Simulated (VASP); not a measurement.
Input of a VASP 6.6.1 run:

Contents of INCAR:

```
SYSTEM = Mg12H
PREC = Accurate ; ENCUT = 520
EDIFF = 1E-6 ; ISMEAR = -1
SIGMA = 0.05 ; LREAL = .False.
LASPH = .True. ; NELM = 100
ALGO = Normal ; ISIF = 2
LWAVE = .False. ; LCHARG = .False.
GGA = PE ; NBANDS = 24
```

The input KPOINTS:

```
regular mesh
0
Gamma
  2 2 2
  0 0 0
```

POSCAR

```
Mg12H
1.0
    6.4200000000      0.0000000000      0.0000000000
   -4.8150000000      8.3398250000      0.0000000000
    0.0000000000      0.0000000000      5.2130400000
Mg H
12 1
Direct
    0.0101649320      0.0165231285     -0.0185496371
    0.2597296612      0.2923082918      0.4172229640
   -0.0286480605      0.3591442266      0.0390175406
    0.1923753480      0.5937174941      0.4954115065
    0.0000929885      0.6857937667     -0.0441968602
    0.2400079501      0.9697925316      0.4302288108
    0.4897867290      0.0075661060     -0.1071927321
    0.7355071247      0.2704373293      0.5403181253
    0.4685091654      0.3103902060     -0.0097447938
    0.7640043211      0.6391501021      0.4015890920
    0.4231052069      0.6426034119      0.0283711615
    0.6214583446      0.8898987689      0.4485290732
    0.9888164037      0.8478715081      0.8075518316
```

Potentials or basis: VASP PAW PBE potentials, release 64 (Mg, H).

Launch:

```bash
$ cat potpaw_PBE.64/Mg/POTCAR potpaw_PBE.64/H/POTCAR > POTCAR
$ mpirun -np 1 vasp_std > vasp.out
```

(1) Estimate the pressure.

(2) Estimate the largest force.

Answers

(1) 3.3 GPa.

(2) 1.752 eV/Å.

Caveat: the k points lie up to 0.60 Å⁻¹ apart.
